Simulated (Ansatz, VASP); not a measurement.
**Ir in VASP and in Ansatz**

The input INCAR:

```
SYSTEM = Ir
PREC     = Accurate       ! precision mode
ENCUT    = 520            ! plane-wave cutoff, eV
EDIFF    = 1E-6           ! SCF threshold, eV
ISMEAR   = 0              ! smearing method
SIGMA    = 0.15           ! smearing width, eV
LREAL    = .FALSE.        ! projectors in reciprocal space
LASPH    = .TRUE.         ! aspherical terms in the spheres
NELM     = 100            ! most SCF steps
ALGO     = Normal         ! electronic algorithm
ISIF     = 2              ! what is computed and relaxed
LWAVE    = .FALSE.        ! write WAVECAR
LCHARG   = .FALSE.        ! write CHGCAR
GGA      = PE             ! functional
NBANDS   = 10             ! bands
```

KPOINTS

```
Automatic mesh
0
G
  22 22 22
  0 0 0
```

File POSCAR:

```
Ir
1.0
    0.0000000000      1.9517153861      2.0547659585
    1.9517153861      0.0000000000      2.0547659585
    1.9517153861      1.9517153861      0.0000000000
Ir
1
Direct
    0.0000000000      0.0000000000      0.0000000000
```

Input for Ansatz:

```yaml
crystal:
  lattice:
    - [0.0, 1.9517153861, 2.0547659585]
    - [1.9517153861, 0.0, 2.0547659585]
    - [1.9517153861, 1.9517153861, 0.0]
  atoms:
    - { symbol: Ir, position: [0.0, 0.0, 0.0] }
basis:
  ecutwfc: 420
kpoints:
  mp_grid: { grid: [22, 22, 22] }
hamiltonian:
  xc: pbe
  pseudopotentials: { kind: paw, azcp: { folder: soft_1 } }
scf:
  occupations: { method: gaussian, width: 0.15 }
output:
  forces: true
  stress: true
  eigenvalues: true
  write_density: true
  write_potential: true
  elf: true
  volumetric_format: npy
```

Alike in both runs: task single point; functional PBE; k mesh 22 × 22 × 22; occupations gaussian, width 0.15 eV; no spin polarisation.

```csv
,VASP,Ansatz
version,VASP 6.6.1,Ansatz 0.2.0
potentials or method,"VASP PAW PBE potentials, release 64 (Ir), cutoff 520 eV","scalar-relativistic, plane waves, PAW"
valence electrons in the cell,9,17
```

Ansatz gave:

| Quantity | Value |
| --- | --- |
| gap on the k mesh at the Fermi level (eV) | none |
| pressure (GPa) | -21.3 |
| traceless stress, the component that is largest in VASP (GPa) | -9.75 |

What did VASP give for the same quantities?

gap on the k mesh at the Fermi level (eV): none; pressure (GPa): -21.0; traceless stress, the component that is largest in VASP (GPa): -9.67.

A gap of «none» marks a metal or a gap that the smearing closes. The functional is the same, so the differences come from potentials, cutoffs and numerics. VASP's potentials hold 9 valence electrons a cell and Ansatz's 17, so a difference there can come from the potentials and not from the codes.

Spin-orbit coupling is off throughout.
